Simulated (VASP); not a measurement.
FeCo3, 4 atoms in the cell. The structure is cubic, space group Pm-3m (No. 221). The conventional cell has a = 3.536 Å, b = 3.536 Å, c = 3.536 Å, α = 90.00°, β = 90.00°, γ = 90.00°. Fe (site symmetry m-3m) has 12 Co at 2.50 Å within 3.3 Å. Within 3.3 Å of Co (site symmetry 4/mmm) lie 4 Fe at 2.50 Å and 8 Co at 2.50 Å. 

```yaml
Program: VASP 6.6.1
Task: single point
Functional: PBEsol
Potentials_or_basis: VASP PAW PBE potentials, release 64 (Fe, Co)
Cutoff: 520 eV
k_mesh: 6 × 6 × 6
Occupations: gaussian, width 0.01 eV
Spin: collinear spin, ferromagnetic start
Starting_moments: "[2.85, 1.83, 1.83, 1.83] μB"
Dipole_correction: no
Further_INCAR_settings: ALGO = Fast; EDIFF = 1e-06; NBANDS = 30
```

Potentials or basis: VASP PAW PBE potentials, release 64 (Fe, Co).

Command:

```sh
$ cat potpaw_PBE.64/Fe/POTCAR potpaw_PBE.64/Co/POTCAR > POTCAR
$ mpirun -np 1 vasp_std > vasp.out
```

Hardware: 1 thread of Intel(R) Xeon(R) 6975P-C (Granite Rapids) (shared host).

Task: How long does it take, and how much memory?

Result: Run time: 35 s on 1 thread of Intel(R) Xeon(R) 6975P-C (Granite Rapids), on a shared host, peak memory 0.19 GiB. Counts: scf iterations 18, k points 20.
